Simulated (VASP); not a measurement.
# Ge2N (P6/mmm) in VASP: relaxation of cell and atoms with PBE

Aim: the relaxation of cell and atoms of Ge2N with PBE.

Everything below comes from runs of VASP 6.6.1. Logs are shortened: lines on timing, memory, paths and dates and some standing lists are left out, and cuts for length are marked.

**1. The cell of the first run**

It takes space group P6/mmm (No. 191, hexagonal). Conventional cell: a = 4.242 Å, b = 4.242 Å, c = 2.937 Å, α = 90.00°, β = 90.00°, γ = 120.00°. Ge (site symmetry -6m2) has 5 Ge at 2.45 to 2.94 Å and 6 N at 2.86 Å within 3.2 Å. N (site symmetry 6/mmm) has 12 Ge at 2.86 Å and 2 N at 2.94 Å within 3.8 Å.

**2. Relaxation of cell and atoms, PBE**

INCAR

```
SYSTEM = Ge2N
PREC = Accurate
ENCUT = 600
EDIFF = 1E-6
ISMEAR = 0
SIGMA = 0.1
LREAL = .False.
LASPH = .True.
NELM = 60
ALGO = Normal
ISIF = 3
LWAVE = .False.
LCHARG = .False.
GGA = PE
IBRION = 2
NSW = 100
EDIFFG = -0.01
```

KPOINTS

```
regular mesh
0
Gamma
  12 12 16
  0 0 0
```

POSCAR

```
Ge2N
1.0
    4.2418570713      0.0000000000      0.0000000000
   -2.1209285357      3.6735559830      0.0000000000
    0.0000000000      0.0000000000      2.9373281299
Ge N
2 1
Direct
    0.3333333333      0.6666666667      0.5000000000
    0.6666666667      0.3333333333      0.5000000000
    0.0000000000      0.0000000000      0.0000000000
```

Potentials or basis: VASP PAW PBE potentials, release 64 (Ge_d, N).

Command:

```
> cat potpaw_PBE.64/Ge_d/POTCAR potpaw_PBE.64/N/POTCAR > POTCAR
> mpirun -np 1 vasp_std > vasp.out
```

OUTCAR:

```text
SYSTEM = Ge2N
   PREC = Accurate
   ENCUT = 600
   EDIFF = 1E-6
   ISMEAR = 0
   LREAL = .False.
   LASPH = .True.
   NELM = 60
   ISIF = 3
   GGA = PE
   IBRION = 2
   NSW = 100
   EDIFFG = -0.01

 ion  position               nearest neighbor table
   1  0.333  0.667  0.500-   2 2.45   2 2.45   2 2.45
   2  0.667  0.333  0.500-   1 2.45   1 2.45   1 2.45
   3  0.000  0.000  0.000-

  LATTYP: Found a hexagonal cell.
 ALAT       =     4.2418570713
 C/A-ratio  =     0.6924627776

  Lattice vectors:

 A1 = (   4.2418570713,   0.0000000000,   0.0000000000)
 A2 = (  -2.1209285357,   3.6735559830,   0.0000000000)
 A3 = (   0.0000000000,   0.0000000000,   2.9373281299)

Analysis of symmetry for initial positions (statically):
=====================================================================
 Subroutine PRICEL returns:
 Original cell was already a primitive cell.

 Routine SETGRP: Setting up the symmetry group for a
 hexagonal supercell.

 Subroutine GETGRP returns: Found 24 space group operations
 (whereof 24 operations were pure point group operations)
 out of a pool of 24 trial point group operations.

The static configuration has the point symmetry D_6h.

Analysis of symmetry for dynamics (positions and initial velocities):
=====================================================================
 Subroutine PRICEL returns:
 Original cell was already a primitive cell.

 Routine SETGRP: Setting up the symmetry group for a
 hexagonal supercell.

 Subroutine GETGRP returns: Found 24 space group operations
 (whereof 24 operations were pure point group operations)
 out of a pool of 24 trial point group operations.

The dynamic configuration has the point symmetry D_6h.

 Subroutine INISYM returns: Found 24 space group operations
 (whereof 24 operations are pure point group operations),
 and found     1 'primitive' translations

----------------------------------------------------------------------------------------

                                     Primitive cell

  volume of cell :      45.7715

  direct lattice vectors                    reciprocal lattice vectors
     4.241857071  0.000000000  0.000000000     0.235745803  0.136107903  0.000000000
    -2.120928536  3.673555983  0.000000000     0.000000000  0.272215805  0.000000000
[... 107 lines left out ...]
     AMIX_MAG =   1.60;   BMIX_MAG =  1.00
  volume/ion in A,a.u.               =      15.26       102.96
  Fermi-wavevector in a.u.,A,eV,Ry     =   1.467961  2.774043 29.319311  2.154909
  Thomas-Fermi vector in A             =   2.583516
   LORBIT       =      0    0 simple, 1 ext, 2 COOP (PROOUT), +10 PAW based schemes
   GGA     = PE    functional components
   LHFCALC =     F    Hartree Fock is set to
   AEXX    =    0.0000 exact exchange contribution
   IVDW    =     0    specifies the selected vdW correction
   LEPSILON=     F    determine dielectric tensor
   LRPA    =     F    only Hartree local field effects (RPA)
 conjugate gradient relaxation of ions
 non-spin polarized calculation
 Gauss-broadening in eV      SIGMA  =   0.10
  energy-cutoff  :      600.00
  volume of cell :       45.77
 maximum number of plane-waves:      1560
 NGX is ok and might be reduce to    36
   NGX = 17   NGY = 17   NGZ = 11

--------------------------------------- Ionic step        1  -------------------------------------------

 number of electron      33.0000025 magnetization

 Free energy of the ion-electron system (eV)
  ---------------------------------------------------
  ext. energy  EPLUGINS =         0.00000000
  ---------------------------------------------------
  free energy    TOTEN  =       -12.64014212 eV

  energy without entropy =      -12.62618486  energy(sigma->0) =      -12.63316349

------------------------ aborting loop because EDIFF is reached ----------------------------------------

  FORCE on cell =-STRESS in cart. coord.  units (eV):
  Direction    XX          YY          ZZ          XY          YZ          ZX
  --------------------------------------------------------------------------------------
  -------------------------------------------------------------------------------------
  Total        0.0736726      0.0736726     -0.1116943     -0.0000000      0.0000000      0.0000000
  in kB        2.5788206      2.5788206     -3.9097265     -0.0000000      0.0000000      0.0000000
  external PRESSURE =       0.4159716 kB  Pullay stress =       0.0000000 kB
[... 92 lines left out ...]
  FREE ENERGIE OF THE ION-ELECTRON SYSTEM (eV)
  ---------------------------------------------------
  free  energy   TOTEN  =       -12.6417817354 eV

  energy  without entropy=      -12.6281004419  energy(sigma->0) =      -12.63494109

[... ionic steps 4 to 24 ...]

--------------------------------------- Ionic step       25  -------------------------------------------

 number of electron      33.0000006 magnetization

------------------------ aborting loop because EDIFF is reached ----------------------------------------
[... 69 lines left out ...]
--------------------------------------- Ionic step       27  -------------------------------------------

 number of electron      33.0000006 magnetization

 Free energy of the ion-electron system (eV)
  ---------------------------------------------------
  ext. energy  EPLUGINS =         0.00000000
  ---------------------------------------------------
  free energy    TOTEN  =       -12.64825009 eV

  energy without entropy =      -12.63611602  energy(sigma->0) =      -12.64218305

 E-fermi :   5.9510     XC(G=0): -11.4411

 val. band max:        5.9444034955   @ k =   0.3333   0.0833   0.3125
 cond. band min:       5.9590870730   @ k =   0.2500   0.0000   0.1875
 fundamental gap:      0.0146835775
 Fermi energy:         5.9510490977

 k-point     1 :       0.0000    0.0000    0.0000
  band No.  band energies     occupation
      1     -18.9227      2.00000
      2     -18.7748      2.00000
      3     -18.7748      2.00000
      4     -18.7576      2.00000
      5     -18.7495      2.00000
      6     -18.7495      2.00000
[... 541 lines left out ...]
     19      11.1735      0.00000
     20      11.6939      0.00000

 [... further k-points ...]

------------------------ aborting loop because EDIFF is reached ----------------------------------------

  FORCE on cell =-STRESS in cart. coord.  units (eV):
  Direction    XX          YY          ZZ          XY          YZ          ZX
  --------------------------------------------------------------------------------------
  -------------------------------------------------------------------------------------
  Total       -0.0207499     -0.0207499     -0.0250680      0.0000000      0.0000000     -0.0000000
  in kB       -0.7340574     -0.7340574     -0.8868139      0.0000000      0.0000000     -0.0000000
  external PRESSURE =      -0.7849762 kB  Pullay stress =       0.0000000 kB
[... 18 lines left out ...]
  FREE ENERGIE OF THE ION-ELECTRON SYSTEM (eV)
  ---------------------------------------------------
  free  energy   TOTEN  =       -12.6482500894 eV

  energy  without entropy=      -12.6361160157  energy(sigma->0) =      -12.64218305

 reached required accuracy - stopping structural energy minimisation
```

CONTCAR:

```text
Ge2N
   1.00000000000000
     4.3037032802740827   -0.0000000000008281    0.0000000000000000
    -2.1518516401884877    3.7271163711010944   -0.0000000000000000
    -0.0000000000000000    0.0000000000000000    2.8234616251304763
  Ge              N
     2     1
Direct
     0.3333333332999970    0.6666666667000030    0.5000000000000000
     0.6666666667000030    0.3333333332999970    0.5000000000000000
     0.0000000000000000    0.0000000000000000    0.0000000000000000

  0.00000000E+00  0.00000000E+00  0.00000000E+00
  0.00000000E+00  0.00000000E+00  0.00000000E+00
  0.00000000E+00  0.00000000E+00  0.00000000E+00
```

Wall time 22 min (1 thread of Intel Xeon Platinum 8488C (Sapphire Rapids), shared host); peak memory 0.33 GiB.

What came out:

| Item | Value |
| --- | --- |
| Free energy | -12.6483 eV |
| Relaxed volume | 15.10 Å³/atom |
| Relaxed cell | a = 4.304 Å, b = 4.304 Å, c = 2.823 Å, α = 90.00°, β = 90.00°, γ = 120.00° |
| Space group after relaxing (to 0.1 Å) | P6/mmm (No. 191) |
| Energy gained by relaxing | 2.7 meV/atom |
| Ionic steps | 27 |
| Pressure after relaxing | -0.1 GPa |
| Band gap on the k mesh | zero (an odd number of electrons rules out a gap without spin polarisation) |

Step by step:
| step | energy change (eV) | largest force (eV/Å) | pressure (GPa) | volume (Å³) |
| --- | --- | --- | --- | --- |
| 1 | 0.0000 | 0.0000 | 0.04 | 45.77 |
| 2 | -0.0004 | 0.0000 | -0.08 | 45.80 |
| 3 | -0.0016 | 0.0000 | -0.36 | 45.87 |
| 4 | -0.0039 | 0.0000 | -0.98 | 46.02 |
| 5 | -0.0008 | 0.0000 | -1.89 | 46.28 |
| 6 | -0.0044 | 0.0000 | -1.12 | 46.07 |
| 7 | -0.0044 | 0.0000 | -1.34 | 46.12 |
| 8 | -0.0044 | 0.0000 | -1.23 | 46.10 |
| 9 | -0.0045 | 0.0000 | -1.28 | 46.09 |
| 10 | -0.0047 | 0.0000 | -1.32 | 46.08 |
| 11 | -0.0050 | 0.0000 | -1.18 | 46.05 |
| 12 | -0.0053 | 0.0000 | -1.12 | 46.00 |
| 13 | -0.0057 | 0.0000 | -1.13 | 45.96 |
| 14 | -0.0066 | 0.0000 | -0.81 | 45.82 |
| 15 | -0.0077 | 0.0000 | -0.45 | 45.56 |
| 16 | -0.0073 | 0.0000 | 0.57 | 45.04 |
| 17 | -0.0080 | 0.0000 | -0.02 | 45.35 |
| 18 | -0.0080 | 0.0000 | -0.01 | 45.37 |
| 19 | -0.0079 | 0.0000 | -0.38 | 45.46 |
| 20 | -0.0080 | 0.0000 | 0.01 | 45.38 |
| 21 | -0.0080 | 0.0000 | -0.22 | 45.42 |
| 22 | -0.0080 | 0.0000 | -0.16 | 45.39 |
| 23 | -0.0080 | 0.0000 | -0.12 | 45.38 |
| 24 | -0.0080 | 0.0000 | -0.11 | 45.36 |
| 25 | -0.0081 | 0.0000 | -0.10 | 45.32 |
| 26 | -0.0081 | 0.0000 | 0.23 | 45.23 |
| 27 | -0.0081 | 0.0000 | -0.08 | 45.29 |

Final structure:
```xyz
3
Lattice="4.3037 0.0000 0.0000 -2.1519 3.7271 0.0000 0.0000 0.0000 2.8235" Properties=species:S:1:pos:R:3 pbc="T T T"
Ge    0.0000    2.4847    1.4117
Ge    2.1519    1.2424    1.4117
N     0.0000    0.0000    0.0000
```

Caveat: an odd number of electrons without spin polarisation forces a metal; a magnetic or distorted state may lie lower.
